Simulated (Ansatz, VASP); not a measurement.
## CaO: VASP beside Ansatz

Contents of INCAR:

```
SYSTEM = CaO
PREC     = Accurate       ! precision mode
ENCUT    = 520            ! plane-wave cutoff, eV
EDIFF    = 1E-7           ! SCF threshold, eV
ISMEAR   = 0              ! smearing method
SIGMA    = 0.01           ! smearing width, eV
LREAL    = .FALSE.        ! projectors in reciprocal space
LASPH    = .TRUE.         ! aspherical terms in the spheres
NELM     = 100            ! most SCF steps
ALGO     = Normal         ! electronic algorithm
ISIF     = 2              ! what is computed and relaxed
LWAVE    = .FALSE.        ! write WAVECAR
LCHARG   = .FALSE.        ! write CHGCAR
GGA      = PE             ! functional
NBANDS   = 24             ! bands
```

KPOINTS

```
regular mesh
0
G
  6 6 4
  0 0 0
```

File POSCAR:

```
CaO
1.0
    4.0824446118      0.0000000000      0.0000000000
   -2.0412223059      3.5355007434      0.0000000000
    0.0000000000      0.0000000000      4.9029033626
Ca O
2 2
Direct
    0.3333333333      0.6666666667      0.2500000000
    0.6666666667      0.3333333333      0.7500000000
    0.6666666667      0.3333333333      0.2500000000
    0.3333333333      0.6666666667      0.7500000000
```

Input for Ansatz:

```yaml
crystal:
  lattice:
    - [4.0824446118, 0.0, 0.0]
    - [-2.0412223059, 3.5355007434, 0.0]
    - [0.0, 0.0, 4.9029033626]
  atoms:
    - { symbol: Ca, position: [0.3333333333, 0.6666666667, 0.25] }
    - { symbol: Ca, position: [0.6666666667, 0.3333333333, 0.75] }
    - { symbol: O, position: [0.6666666667, 0.3333333333, 0.25] }
    - { symbol: O, position: [0.3333333333, 0.6666666667, 0.75] }
kpoints:
  mp_grid: { grid: [6, 6, 4] }
hamiltonian:
  xc: pbe
scf:
  occupations: { method: fixed }
  n_extra_bands: 5
output:
  forces: true
  stress: true
  eigenvalues: true
```

Alike in both runs: task single point; functional PBE; k mesh 6 × 6 × 4; no spin polarisation.

```csv
,VASP,Ansatz
version,VASP 6.6.1,Ansatz 0.2.0
potentials or method,"VASP PAW PBE potentials, release 64 (Ca_sv, O)","plane waves, PAW"
plane-wave cutoff (eV),520,420
occupations,"gaussian, width 0.01 eV",fixed
valence electrons in the cell,32,32
```

Ansatz gave:

```
gap on the k mesh at the Fermi level (eV)                     : 2.94
pressure (GPa)                                                : -4.4
traceless stress, the component that is largest in VASP (GPa) : -0.31
```

Problem. Estimate VASP's values.

Solution. gap on the k mesh at the Fermi level (eV): 2.92; pressure (GPa): -4.1; traceless stress, the component that is largest in VASP (GPa): -0.31.
